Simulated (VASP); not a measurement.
# Pb (C2/m) in VASP: a series of runs

Pb is run at these levels: PBE+D4, PBE; tasks: single point.

Program: VASP 6.6.1. These are calculated values, not measurements. Logs are shortened: lines on timing, memory, paths and dates and some standing lists are left out, and cuts for length are marked.

## (1) The cell of the first run

Symmetry: C2/m, No. 12, monoclinic system. Conventional cell: a = 6.077 Å, b = 3.501 Å, c = 6.452 Å, α = 90.00°, β = 109.14°, γ = 90.00°. Pb (site symmetry m) has 10 Pb at 3.34 to 3.51 Å within 4.4 Å.

## (2) Single point, PBE+D4

INCAR

```
PREC     = Accurate       # precision mode
ENCUT    = 500            # plane-wave cutoff, eV
EDIFF    = 1E-6           # SCF threshold, eV
ISMEAR   = 0              # smearing method
SIGMA    = 0.1            # smearing width, eV
LREAL    = F              # projectors in reciprocal space
LASPH    = T              # aspherical terms in the spheres
NELM     = 120            # most SCF steps
ALGO     = Normal         # electronic algorithm
ISIF     = 2              # what is computed and relaxed
LWAVE    = F              # write WAVECAR
LCHARG   = T              # write CHGCAR
GGA      = PE             # functional
IVDW     = 13             # dispersion correction
LELF     = T              # ELF
LVHAR    = T            
NBANDS   = 21             # bands
GGA_COMPAT= F
```

KPOINTS

```
Automatic mesh
0
Gamma
  6 6 4
```

POSCAR

```
Pb
1.0
    3.0386068135     -1.7503199600      0.0000000000
    3.0386068135      1.7503199600      0.0000000000
   -2.1154626375      0.0000000000      6.0952248674
Pb
2
Direct
    0.0914915900      0.0914915900      0.2737078000
    0.9085084100      0.9085084100      0.7262922000
```

Potentials or basis: VASP PAW PBE potentials, release 64 (Pb_d).

On the command line:

```bash
cat potpaw_PBE.64/Pb_d/POTCAR > POTCAR
mpirun -np 1 vasp_std > vasp.out
```

OUTCAR:

```text
PREC = Accurate
   ENCUT = 500
   EDIFF = 1E-6
   ISMEAR = 0
   LREAL = F
   LASPH = T
   NELM = 120
   ISIF = 2
   GGA = PE
   IVDW = 13

 ion  position               nearest neighbor table
   1  0.091  0.091  0.274-   2 3.34   2 3.41   2 3.41   2 3.45
   2  0.909  0.909  0.726-   1 3.34   1 3.41   1 3.41   1 3.45

  LATTYP: Found a base centered monoclinic cell.
 ALAT       =     6.0772136270
 B/A-ratio  =     0.5760271293
 C/A-ratio  =     1.0616534713
 COS(beta)  =    -0.3278823751

  Lattice vectors:

 A1 = (   3.0386068135,  -1.7503199600,   0.0000000000)
 A2 = (   3.0386068135,   1.7503199600,   0.0000000000)
 A3 = (  -2.1154626375,   0.0000000000,   6.0952248674)

Analysis of symmetry for initial positions (statically):
=====================================================================
 Subroutine PRICEL returns:
 Original cell was already a primitive cell.

 Routine SETGRP: Setting up the symmetry group for a
 base centered monoclinic supercell.

 Subroutine GETGRP returns: Found  4 space group operations
 (whereof  4 operations were pure point group operations)
 out of a pool of  4 trial point group operations.

The static configuration has the point symmetry C_2h.

Analysis of symmetry for dynamics (positions and initial velocities):
=====================================================================
 Subroutine PRICEL returns:
 Original cell was already a primitive cell.

 Routine SETGRP: Setting up the symmetry group for a
 base centered monoclinic supercell.

 Subroutine GETGRP returns: Found  4 space group operations
 (whereof  4 operations were pure point group operations)
 out of a pool of  4 trial point group operations.

The dynamic configuration has the point symmetry C_2h.

 Subroutine INISYM returns: Found  4 space group operations
 (whereof  4 operations are pure point group operations),
 and found     1 'primitive' translations

----------------------------------------------------------------------------------------

                                     Primitive cell

  volume of cell :      64.8353

  direct lattice vectors                    reciprocal lattice vectors
     3.038606813 -1.750319960  0.000000000     0.164549095 -0.285662057  0.057109864
     3.038606813  1.750319960  0.000000000     0.164549095  0.285662057  0.057109864
    -2.115462637  0.000000000  6.095224867     0.000000000  0.000000000  0.164062856

  length of vectors
     3.506672401  3.506672401  6.451894943     0.334575480  0.334575480  0.164062856
[... 79 lines left out ...]
   ENCUT  =  500.0 eV  36.75 Ry    6.06 a.u.   6.39  6.39 11.76*2*pi/ulx,y,z
   NELM   =    120;   NELMIN=  2; NELMDL= -5     # of ELM steps
   EDIFF  = 0.1E-05   stopping-criterion for ELM
   LREAL  =      F    real-space projection
   EDIFFG = 0.1E-04   stopping-criterion for IOM
   NSW    =      0    number of steps for IOM
   IBRION =     -1    ionic relax: 0-MD 1-quasi-New 2-CG
   NFREE  =      0    steps in history (QN), initial steepest desc. (CG)
   ISIF   =      2    stress and relaxation
   ISYM   =      2    0-nonsym 1-usesym 2-fastsym
   POTIM  = 0.5000    time-step for ionic-motion
   TEBEG  =    0.0;   TEEND  =   0.0 temperature during run
   PSTRESS=    0.0 pullay stress
   NELECT =      28.0000    total number of electrons
   NUPDOWN=      -1.0000    fix difference up-down
   EMIN   =  10.00;   EMAX   =-10.00  energy-range for DOS
   EFERMI =   0.00;   METHOD = LEGACY
   ISMEAR =     0;   SIGMA  =   0.10  broadening in eV -4-tet -1-fermi 0-gaus
   EFERMI_NEDOS =   21; number of points for ismear=-14 and -15
   IALGO  =     38    algorithm
   IMIX   =      4    mixing-type and parameters
     AMIX     =   0.40;   BMIX     =  1.00
     AMIX_MAG =   1.60;   BMIX_MAG =  1.00
  volume/ion in A,a.u.               =      32.42       218.77
  Fermi-wavevector in a.u.,A,eV,Ry     =   1.237438  2.338420 20.833975  1.531254
  Thomas-Fermi vector in A             =   2.372006
   LORBIT       =      0    0 simple, 1 ext, 2 COOP (PROOUT), +10 PAW based schemes
   GGA     = PE    functional components
   LHFCALC =     F    Hartree Fock is set to
   AEXX    =    0.0000 exact exchange contribution
   IVDW    =    13    specifies the selected vdW correction
   LEPSILON=     F    determine dielectric tensor
   LRPA    =     F    only Hartree local field effects (RPA)
 non-spin polarized calculation
 Gauss-broadening in eV      SIGMA  =   0.10
  energy-cutoff  :      500.00
  volume of cell :       64.84
 maximum number of plane-waves:      1666
 NGX is ok and might be reduce to    28
   NGX = 13   NGY = 13   NGZ = 23

 number of electron      27.9999996 magnetization

 Free energy of the ion-electron system (eV)
  ---------------------------------------------------
  ext. energy  EPLUGINS =         0.00000000
  ---------------------------------------------------
  free energy    TOTEN  =        -6.93332226 eV

  energy without entropy =       -6.92657741  energy(sigma->0) =       -6.92994983

 E-fermi :   6.5272     XC(G=0):  -9.8205

 val. band max:        6.5047347210   @ k =   0.5000   0.3333   0.0000
 cond. band min:       6.5413568632   @ k =   0.3333   0.1667   0.0000
 fundamental gap:      0.0366221422
 Fermi energy:         6.5271785646

 k-point     1 :       0.0000    0.0000    0.0000
  band No.  band energies     occupation
      1     -10.6046      2.00000
      2     -10.5063      2.00000
      3     -10.5047      2.00000
      4     -10.5033      2.00000
      5     -10.5030      2.00000
      6     -10.4707      2.00000
[... 565 lines left out ...]
     20      16.1912      0.00000
     21      16.2905      0.00000

 [... further k-points ...]

------------------------ aborting loop because EDIFF is reached ----------------------------------------

  DFT-D4 for vdW energy calculation

  Edisp (eV):   -0.81107

  FORCE on cell =-STRESS in cart. coord.  units (eV):
  Direction    XX          YY          ZZ          XY          YZ          ZX
  --------------------------------------------------------------------------------------
  -------------------------------------------------------------------------------------
  Total      -0.70100    -0.57663     0.43198     0.00000     0.00000    -0.01291
  in kB     -17.32271   -14.24935    10.67478     0.00000     0.00000    -0.31912
  external pressure =       -6.97 kB  Pullay stress =        0.00 kB

 VOLUME and BASIS-vectors are now :
 -----------------------------------------------------------------------------
  energy-cutoff  :      500.00
  volume of cell :       64.84
      direct lattice vectors                 reciprocal lattice vectors
     3.038606813 -1.750319960  0.000000000     0.164549095 -0.285662057  0.057109864
     3.038606813  1.750319960  0.000000000     0.164549095  0.285662057  0.057109864
    -2.115462637  0.000000000  6.095224867     0.000000000  0.000000000  0.164062856

 POSITION                                       TOTAL-FORCE (eV/Angst)
 -----------------------------------------------------------------------------------
     -0.02300      0.00000      1.66831         0.004528      0.000000     -0.201200
      3.98476      0.00000      4.42691        -0.004528      0.000000      0.201200
 -----------------------------------------------------------------------------------
    total drift:                                0.000000      0.000000     -0.000000

  FREE ENERGIE OF THE ION-ELECTRON SYSTEM (eV)
  ---------------------------------------------------
  free  energy   TOTEN  =        -7.7443879223 eV

  energy  without entropy=       -7.7376430661  energy(sigma->0) =       -7.74101549
```

It took 50 s on 1 thread of Intel Xeon 8259CL, shared host; peak memory 0.2 GiB.

What came out:

```yaml
Free_energy: -7.7444 eV
Pressure: -0.7 GPa
Largest_force: 0.201 eV/Å
Band_gap_on_the_k_mesh: zero (bands 14 and 15 overlap by 7.61 eV)
Dispersion_energy_per_atom: -0.406 eV
```

Forces in eV/Å, atoms in the order of the input:
```
Pb   0.005  0.000 -0.201
Pb  -0.005  0.000  0.201
```

Levels at points of the mesh, in eV from the Fermi level:
| k point | band 10 | band 11 | band 12 | band 13 | band 14 | band 15 | band 16 | band 17 | band 18 | band 19 |
| --- | --- | --- | --- | --- | --- | --- | --- | --- | --- | --- |
| (0.00, 0.00, 0.00) | -16.83 | -11.49 | -8.41 | -3.98 | 6.21 | 6.39 | 6.43 | 6.50 | 6.63 | 9.19 |
| (0.50, 0.00, 0.00) | -16.72 | -8.26 | -6.66 | -3.53 | -2.48 | 0.32 | 3.01 | 3.43 | 4.04 | 6.24 |
| (0.50, 0.50, 0.00) | -16.76 | -7.64 | -7.62 | -3.23 | -2.82 | 1.94 | 2.37 | 2.81 | 5.32 | 6.31 |
| (0.00, 0.00, 0.50) | -16.77 | -10.89 | -9.88 | -0.24 | 0.61 | 5.59 | 5.62 | 7.53 | 7.68 | 9.11 |
| (0.50, 0.00, 0.50) | -16.76 | -7.66 | -7.56 | -3.16 | -2.81 | 1.76 | 2.33 | 2.76 | 5.27 | 6.27 |
| (0.50, 0.50, 0.50) | -16.73 | -8.33 | -6.60 | -3.55 | -2.38 | 0.12 | 3.05 | 3.34 | 4.09 | 6.29 |

Caveat: spin-orbit coupling is left out, which moves the levels of the heavy elements.

(Continued in part 2 of 2.)

The gap in the log of VASP goes by the Fermi energy; the results here count the filled bands.